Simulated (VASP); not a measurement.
Here is a VASP 6.6.1 calculation.

Contents of INCAR:

```
SYSTEM = Li4Nb4O11
PREC = Accurate
ENCUT = 520
EDIFF = 1E-7
ISMEAR = 0
SIGMA = 0.05
LREAL = Auto
LASPH = .TRUE.
NELM = 60
ALGO = Normal
ISIF = 2
LWAVE = .FALSE.
LCHARG = .FALSE.
GGA = PE
NELECT = 128.0
NBANDS = 80
```

File KPOINTS:

```
regular mesh
0
G
  4 4 4
  0 0 0
```

File POSCAR:

```
Li4Nb4O11
1.0
    5.2231019317      0.0000000000      0.0000000000
    0.0000000000      3.0155593063     -4.5984613597
    0.0000000000      6.0311186126      4.5984613597
Li Nb O
4 4 11
Direct
    0.0000000000      0.5000000000      0.2500000000
    0.5000000000      0.0000000000      0.7500000000
    0.0000000000      0.5000000000      0.7500000000
    0.5000000000      0.0000000000      0.2500000000
    0.5000000000      0.5000000000      0.5000000000
    0.0000000000      0.0000000000      0.0000000000
    0.0000000000      0.0000000000      0.5000000000
    0.5000000000      0.5000000000      0.0000000000
    0.8803293659      0.0000000000      0.2500000000
    0.3803293659      0.5000000000      0.7500000000
    0.8098353170      0.6901646830      0.9401646830
    0.8098353170      0.3098353170      0.5598353170
    0.3098353170      0.8098353170      0.0598353170
    0.1196706341      0.0000000000      0.7500000000
    0.6196706341      0.5000000000      0.2500000000
    0.6901646830      0.8098353170      0.5598353170
    0.1901646830      0.3098353170      0.0598353170
    0.2976302365      0.9956101443      0.4401646830
    0.6901646830      0.1901646830      0.9401646830
```

Potentials or basis: VASP PAW PBE potentials, release 64 (Li_sv, Nb_sv, O).

The run is started by

```bash
$ cat potpaw_PBE.64/Li_sv/POTCAR potpaw_PBE.64/Nb_sv/POTCAR potpaw_PBE.64/O/POTCAR > POTCAR
$ mpirun -np 1 vasp_std > vasp.out
```

(1) What does it give for the largest force?

## Answers

(1) 10.548 eV/Å.

Caveat: the cell carries a net charge on a neutralising background, which shifts energy and pressure; the cell differs from its parent crystal (atom 18 moved 0.625 of the way to it and +0.175 Å across, host rigid).
